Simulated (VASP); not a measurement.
# BaTiO3 (Pm-3m) in VASP: single point with r2SCAN

Aim: the single point of BaTiO3 with r2SCAN.

All numbers are computed with VASP 6.6.1; they aren't measurements. Logs are shortened: lines on timing, memory, paths and dates and some standing lists are left out, and cuts for length are marked.

## (1) The cell of the first run

Symmetry: Pm-3m, No. 221, cubic system. The conventional cell has a = 4.060 Å, b = 4.060 Å, c = 4.060 Å, α = 90.00°, β = 90.00°, γ = 90.00°. Ba (site symmetry m-3m) has 12 O at 2.87 Å and 8 Ti at 3.52 Å within 3.8 Å. Within 2.7 Å of Ti (site symmetry m-3m) lie 6 O at 2.03 Å. O (site symmetry 4/mmm) has 2 Ti at 2.03 Å within 2.7 Å.

## (2) Single point, r2SCAN

The input, POSCAR:

```
BaTiO3
1.0
    4.0600135600      0.0000000000      0.0000000000
    0.0000000000      4.0600135600      0.0000000000
    0.0000000000      0.0000000000      4.0600135600
Ba Ti O
1 1 3
Direct
    0.5000000000      0.5000000000      0.5000000000
    0.0000000000      0.0000000000      0.0000000000
    0.5000000000      0.0000000000      0.0000000000
    0.0000000000      0.5000000000      0.0000000000
    0.0000000000      0.0000000000      0.5000000000
```

The input, INCAR.step1:

```
SYSTEM = BaTiO3
PREC     = Accurate       ! precision mode
ENCUT    = 1480           ! plane-wave cutoff, eV
ISMEAR   = -1             ! smearing method
SIGMA    = 0.1            ! smearing width, eV
LREAL    = .FALSE.        ! projectors in reciprocal space
LASPH    = .TRUE.         ! aspherical terms in the spheres
NELM     = 120            ! most SCF steps
NBANDS   = 28             ! bands
GGA      = PE             ! functional
ALGO     = Normal         ! electronic algorithm
EDIFF    = 1E-5           ! SCF threshold, eV
LWAVE    = .TRUE.         ! write WAVECAR
LCHARG   = .FALSE.        ! write CHGCAR
GGA_COMPAT= .FALSE.
```

The input, INCAR.step2:

```
SYSTEM = BaTiO3
PREC     = Accurate       ! precision mode
ENCUT    = 1480           ! plane-wave cutoff, eV
EDIFF    = 1E-6           ! SCF threshold, eV
ISMEAR   = -1             ! smearing method
SIGMA    = 0.1            ! smearing width, eV
LREAL    = .FALSE.        ! projectors in reciprocal space
LASPH    = .TRUE.         ! aspherical terms in the spheres
NELM     = 120            ! most SCF steps
ALGO     = Normal         ! electronic algorithm
ISIF     = 2              ! what is computed and relaxed
LWAVE    = .FALSE.        ! write WAVECAR
LCHARG   = .TRUE.         ! write CHGCAR
METAGGA  = R2SCAN         ! meta-GGA
LMIXTAU  = .TRUE.       
LELF     = .TRUE.         ! ELF
LVHAR    = .TRUE.       
NBANDS   = 28             ! bands
ISTART   = 1            
GGA_COMPAT= .FALSE.
```

The input, KPOINTS:

```
regular mesh
0
G
  6 6 6
  0 0 0
```

Potentials or basis: VASP PAW PBE potentials, release 64 (Ba_sv, Ti_sv, O_h).

The run is started by

```sh
$ cat potpaw_PBE.64/Ba_sv/POTCAR potpaw_PBE.64/Ti_sv/POTCAR potpaw_PBE.64/O_h/POTCAR > POTCAR
$ cp INCAR.step1 INCAR
$ mpirun -np 1 vasp_std > vasp.out
$ cp INCAR.step2 INCAR
$ mpirun -np 1 vasp_std > vasp.out
```

OUTCAR:

```text
SYSTEM = BaTiO3
   PREC = Accurate
   ENCUT = 1480
   EDIFF = 1E-6
   ISMEAR = -1
   LREAL = .FALSE.
   LASPH = .TRUE.
   NELM = 120
   ISIF = 2
   METAGGA = R2SCAN
   ISTART = 1

 ion  position               nearest neighbor table
   1  0.500  0.500  0.500-   3 2.87   4 2.87   5 2.87   3 2.87   4 2.87   3 2.87   5 2.87   3 2.87
                             4 2.87   5 2.87   4 2.87   5 2.87   2 3.52   2 3.52   2 3.52   2 3.52
   2  0.000  0.000  0.000-   3 2.03   4 2.03   5 2.03   5 2.03   4 2.03   3 2.03   1 3.52   1 3.52
                             1 3.52   1 3.52   1 3.52   1 3.52   1 3.52   1 3.52
   3  0.500  0.000  0.000-   2 2.03   2 2.03   1 2.87   1 2.87   1 2.87   1 2.87
   4  0.000  0.500  0.000-   2 2.03   2 2.03   1 2.87   1 2.87   1 2.87   1 2.87
   5  0.000  0.000  0.500-   2 2.03   2 2.03   1 2.87   1 2.87   1 2.87   1 2.87

  LATTYP: Found a simple cubic cell.
 ALAT       =     4.0600135600

  Lattice vectors:

 A1 = (   4.0600135600,   0.0000000000,   0.0000000000)
 A2 = (   0.0000000000,   4.0600135600,   0.0000000000)
 A3 = (   0.0000000000,   0.0000000000,   4.0600135600)

Analysis of symmetry for initial positions (statically):
=====================================================================
 Subroutine PRICEL returns:
 Original cell was already a primitive cell.

 Routine SETGRP: Setting up the symmetry group for a
 simple cubic supercell.

 Subroutine GETGRP returns: Found 48 space group operations
 (whereof 48 operations were pure point group operations)
 out of a pool of 48 trial point group operations.

The static configuration has the point symmetry O_h .

Analysis of symmetry for dynamics (positions and initial velocities):
=====================================================================
 Subroutine PRICEL returns:
 Original cell was already a primitive cell.

 Routine SETGRP: Setting up the symmetry group for a
 simple cubic supercell.

 Subroutine GETGRP returns: Found 48 space group operations
 (whereof 48 operations were pure point group operations)
 out of a pool of 48 trial point group operations.

The dynamic configuration has the point symmetry O_h .

 Subroutine INISYM returns: Found 48 space group operations
 (whereof 48 operations are pure point group operations),
 and found     1 'primitive' translations

----------------------------------------------------------------------------------------

                                     Primitive cell

  volume of cell :      66.9241

  direct lattice vectors                    reciprocal lattice vectors
     4.060013560  0.000000000  0.000000000     0.246304596  0.000000000  0.000000000
     0.000000000  4.060013560  0.000000000     0.000000000  0.246304596  0.000000000
     0.000000000  0.000000000  4.060013560     0.000000000  0.000000000  0.246304596

  length of vectors
     4.060013560  4.060013560  4.060013560     0.246304596  0.246304596  0.246304596

  position of ions in fractional coordinates (direct lattice)
     0.500000000  0.500000000  0.500000000
     0.000000000  0.000000000  0.000000000
     0.500000000  0.000000000  0.000000000
     0.000000000  0.500000000  0.000000000
     0.000000000  0.000000000  0.500000000

  ion indices of the primitive-cell ions
   primitive index   ion index
                 1           1
                 2           2
                 3           3
                 4           4
                 5           5

----------------------------------------------------------------------------------------

 KPOINTS: regular mesh

Automatic generation of k-mesh.
 Grid dimensions read from file:
 generate k-points for:    6    6    6

 Generating k-lattice:

  Cartesian coordinates                     Fractional coordinates (reciprocal lattice)
     0.041050766  0.000000000  0.000000000     0.166666667  0.000000000  0.000000000
     0.000000000  0.041050766  0.000000000     0.000000000  0.166666667  0.000000000
     0.000000000  0.000000000  0.041050766     0.000000000  0.000000000  0.166666667

  Length of vectors
     0.041050766  0.041050766  0.041050766

  Shift w.r.t. Gamma in fractional coordinates (k-lattice)
     0.000000000  0.000000000  0.000000000

 Subroutine IBZKPT returns following result:
 ===========================================

 Found     20 irreducible k-points:

 Following reciprocal coordinates:
            Coordinates               Weight
  0.000000  0.000000  0.000000      1.000000
  0.166667  0.000000  0.000000      6.000000
  0.333333  0.000000  0.000000      6.000000
  0.500000  0.000000  0.000000      3.000000
  0.166667  0.166667  0.000000     12.000000
  0.333333  0.166667  0.000000     24.000000
[... 12 lines left out ...]
  0.500000  0.500000  0.333333      6.000000
  0.500000  0.500000  0.500000      1.000000
   k-points           NKPTS =     20   k-points in BZ     NKDIM =     20   number of bands    NBANDS=     28
   number of dos      NEDOS =    301   number of ions     NIONS =      5
   total plane-waves  NPLWV = 157464
   dimension x,y,z NGX =    54 NGY =   54 NGZ =   54
   dimension x,y,z NGXF=   108 NGYF=  108 NGZF=  108
   ions per type =               1   1   3
   NGX,Y,Z   is equivalent  to a cutoff of  22.11, 22.11, 22.11 a.u.
   NGXF,Y,Z  is equivalent  to a cutoff of  44.22, 44.22, 44.22 a.u.
 SYSTEM =  BaTiO3
   PREC   = accura    normal or accurate (medium, high low for compatibility)
   ISTART =      1    job   : 0-new  1-cont  2-samecut
   ICHARG =      0    charge: 1-file 2-atom 10-const
   ISPIN  =      1    spin polarized calculation?
   LNONCOLLINEAR =      F non collinear calculations
   LSORBIT =      F    spin-orbit coupling
   LASPH  =      T    aspherical Exc in radial PAW
   ENCUT  = 1480.0 eV 108.78 Ry   10.43 a.u.  12.74 12.74 12.74*2*pi/ulx,y,z
   NELM   =    120;   NELMIN=  2; NELMDL=  0     # of ELM steps
   EDIFF  = 0.1E-05   stopping-criterion for ELM
   LREAL  =      F    real-space projection
[... 7 lines left out ...]
   TEBEG  =    0.0;   TEEND  =   0.0 temperature during run
   PSTRESS=    0.0 pullay stress
   NELECT =      40.0000    total number of electrons
   NUPDOWN=      -1.0000    fix difference up-down
   EMIN   =  10.00;   EMAX   =-10.00  energy-range for DOS
   EFERMI =   0.00;   METHOD = LEGACY
   ISMEAR =    -1;   SIGMA  =   0.10  broadening in eV -4-tet -1-fermi 0-gaus
   EFERMI_NEDOS =   21; number of points for ismear=-14 and -15
   IALGO  =     38    algorithm
   IMIX   =      4    mixing-type and parameters
     AMIX     =   0.40;   BMIX     =  1.00
     AMIX_MAG =   1.60;   BMIX_MAG =  1.00
  volume/ion in A,a.u.               =      13.38        90.33
  Fermi-wavevector in a.u.,A,eV,Ry     =   1.379010  2.605951 25.873763  1.901668
  Thomas-Fermi vector in A             =   2.504019
   LORBIT       =      0    0 simple, 1 ext, 2 COOP (PROOUT), +10 PAW based schemes
   METAGGA = R2SCAN    functional components
   LHFCALC =     F    Hartree Fock is set to
   AEXX    =    0.0000 exact exchange contribution
   IVDW    =     0    specifies the selected vdW correction
   LEPSILON=     F    determine dielectric tensor
   LRPA    =     F    only Hartree local field effects (RPA)
 non-spin polarized calculation
  energy-cutoff  :     1480.00
  volume of cell :       66.92
 maximum number of plane-waves:      8709
 NGX is ok and might be reduce to    54
   NGX = 25   NGY = 25   NGZ = 25

 number of electron      40.0000003 magnetization

 Free energy of the ion-electron system (eV)
  ---------------------------------------------------
  ext. energy  EPLUGINS =         0.00000000
  ---------------------------------------------------
  free energy    TOTEN  =       -74.23049534 eV

  energy without entropy =      -74.23048258  energy(sigma->0) =      -74.23048896

 E-fermi :   4.5968     XC(G=0): -11.6806

 val. band max:        3.5450479301   @ k =   0.5000   0.5000   0.5000
 cond. band min:       5.5834811154   @ k =   0.0000   0.0000   0.0000
 fundamental gap:      2.0384331853
 Fermi energy:         4.5967626044

 k-point     1 :       0.0000    0.0000    0.0000
  band No.  band energies     occupation
      1     -55.5316      2.00000
      2     -30.6660      2.00000
      3     -30.6660      2.00000
      4     -30.6660      2.00000
      5     -22.0270      2.00000
      6     -14.2135      2.00000
[... 20 lines left out ...]
     27       9.0988      0.00000
     28      11.3726      0.00000

 k-point     2 :       0.1667    0.0000    0.0000
  band No.  band energies     occupation
      1     -55.5314      2.00000
      2     -30.6776      2.00000
      3     -30.6656      2.00000
      4     -30.6656      2.00000
      5     -22.0020      2.00000
      6     -14.2209      2.00000
[... 20 lines left out ...]
     27       9.6173      0.00000
     28      12.0142      0.00000

 k-point     3 :       0.3333    0.0000    0.0000
  band No.  band energies     occupation
      1     -55.5310      2.00000
      2     -30.7006      2.00000
      3     -30.6648      2.00000
      4     -30.6648      2.00000
      5     -21.9511      2.00000
      6     -14.3059      2.00000
[... 20 lines left out ...]
     27      10.8223      0.00000
     28      12.3213      0.00000

 k-point     4 :       0.5000    0.0000    0.0000
  band No.  band energies     occupation
      1     -55.5308      2.00000
      2     -30.7121      2.00000
      3     -30.6644      2.00000
      4     -30.6644      2.00000
      5     -21.9252      2.00000
      6     -14.3689      2.00000
[... 454 lines left out ...]
     27      11.6638      0.00000
     28      11.6962      0.00000

 k-point    19 :       0.5000    0.5000    0.3333
  band No.  band energies     occupation
      1     -55.5293      2.00000
      2     -30.7082      2.00000
      3     -30.7082      2.00000
      4     -30.6966      2.00000
      5     -21.8166      2.00000
      6     -13.5093      2.00000
[... 20 lines left out ...]
     27      11.3889      0.00000
     28      11.3889      0.00000

 k-point    20 :       0.5000    0.5000    0.5000
  band No.  band energies     occupation
      1     -55.5291      2.00000
      2     -30.7077      2.00000
      3     -30.7077      2.00000
      4     -30.7077      2.00000
      5     -21.8025      2.00000
      6     -13.3811      2.00000
[... 20 lines left out ...]
     27      11.1697      0.00000
     28      11.1697      0.00000

------------------------ aborting loop because EDIFF is reached ----------------------------------------

  FORCE on cell =-STRESS in cart. coord.  units (eV):
  Direction    XX          YY          ZZ          XY          YZ          ZX
  --------------------------------------------------------------------------------------
  -------------------------------------------------------------------------------------
  Total       -2.8226691     -2.8226691     -2.8226691     -0.0000000     -0.0000000      0.0000000
  in kB      -67.5753177    -67.5753177    -67.5753177     -0.0000000     -0.0000000      0.0000000
  external PRESSURE =     -67.5753177 kB  Pullay stress =       0.0000000 kB

 VOLUME and BASIS-vectors are now :
 -----------------------------------------------------------------------------
  energy-cutoff  :     1480.00
  volume of cell :       66.92
      direct lattice vectors                 reciprocal lattice vectors
     4.060013560  0.000000000  0.000000000     0.246304596  0.000000000  0.000000000
     0.000000000  4.060013560  0.000000000     0.000000000  0.246304596  0.000000000
     0.000000000  0.000000000  4.060013560     0.000000000  0.000000000  0.246304596

 POSITION                                       TOTAL-FORCE (eV/Angst)
 -----------------------------------------------------------------------------------
      2.03001      2.03001      2.03001         0.000000      0.000000      0.000000
      0.00000      0.00000      0.00000         0.000000      0.000000      0.000000
      2.03001      0.00000      0.00000         0.000000      0.000000      0.000000
      0.00000      2.03001      0.00000         0.000000      0.000000      0.000000
      0.00000      0.00000      2.03001         0.000000      0.000000      0.000000
 -----------------------------------------------------------------------------------
    total drift:                                0.000000     -0.000000      0.000000

  FREE ENERGIE OF THE ION-ELECTRON SYSTEM (eV)
  ---------------------------------------------------
  free  energy   TOTEN  =       -74.2304953362 eV

  energy  without entropy=      -74.2304825838  energy(sigma->0) =      -74.23048896
```

It took 16 min on 1 thread of Intel Xeon Platinum 8488C (Sapphire Rapids), shared host; peak memory 0.55 GiB.

Results:

| Property | Result |
| --- | --- |
| Free energy | -74.2305 eV |
| Pressure | -6.8 GPa |
| Band gap on the k mesh | 2.04 eV (least direct gap 2.23 eV) |

Caveat: the cell stands under tension; the PAW data sets were made with another functional, which shifts forces and pressure a little; spin-orbit coupling is left out, which moves the levels of the heavy elements. A k mesh can miss the band edges.
